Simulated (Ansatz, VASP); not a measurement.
## BP: VASP beside Ansatz

The input INCAR:

```
PREC = Accurate
ENCUT = 520
EDIFF = 1E-7
ISMEAR = -1
SIGMA = 0.05
LREAL = False
LASPH = True
NELM = 60
ALGO = Normal
ISIF = 2
LWAVE = False
LCHARG = False
GGA = B5
ALDAX = 1.0
AGGAX = 1.0
AGGAC = 1.0
ALDAC = 0.0
NBANDS = 11
```

KPOINTS

```
Automatic mesh
0
Gamma
  6 6 6
```

POSCAR

```
BP
1.0
    0.0000000000      2.2690000000      2.2690000000
    2.2690000000      0.0000000000      2.2690000000
    2.2690000000      2.2690000000      0.0000000000
P B
1 1
Direct
    0.7500000000      0.7500000000      0.7500000000
    0.0000000000      0.0000000000      0.0000000000
```

input.yaml

```yaml
crystal:
  lattice:
    - [0.0, 2.269, 2.269]
    - [2.269, 0.0, 2.269]
    - [2.269, 2.269, 0.0]
  atoms:
    - { symbol: P, position: [0.75, 0.75, 0.75] }
    - { symbol: B, position: [0.0, 0.0, 0.0] }
hamiltonian:
  xc: blyp
  pseudopotentials: { kind: paw }
kpoints:
  mp_grid: { grid: [6, 6, 6] }
scf:
  occupations: { method: fermi_dirac, width: 0.05 }
  n_extra_bands: 6
output:
  forces: true
  stress: true
  eigenvalues: true
  dos: { projected: true, de: 0.05, nscf_kmesh: { grid: [9, 9, 9] } }
```

Alike in both runs: functional BLYP; k mesh 6 × 6 × 6; occupations fermi-dirac, width 0.05 eV; no spin polarisation.

|  | VASP | Ansatz |
| --- | --- | --- |
| version | VASP 6.6.1 | Ansatz 0.2.0 |
| potentials or method | VASP PAW PBE potentials, release 64 (P, B) | Ansatz PAW |
| plane-wave cutoff (eV) | 520 | 420 |
| valence electrons in the cell | 8 | 8 |
| task | single point | projected density of states |

VASP gave:

| Item | Value |
| --- | --- |
| gap on the k mesh at the Fermi level (eV) | 1.65 |
| least direct gap on the mesh (eV) | 3.58 |
| pressure (GPa) | 6.0 |

Q: What did Ansatz give for the same quantities?

A: gap on the k mesh at the Fermi level (eV): 1.62; least direct gap on the mesh (eV): 3.55; pressure (GPa): 6.1.

VASP's potentials were made for PBE, not for BLYP.
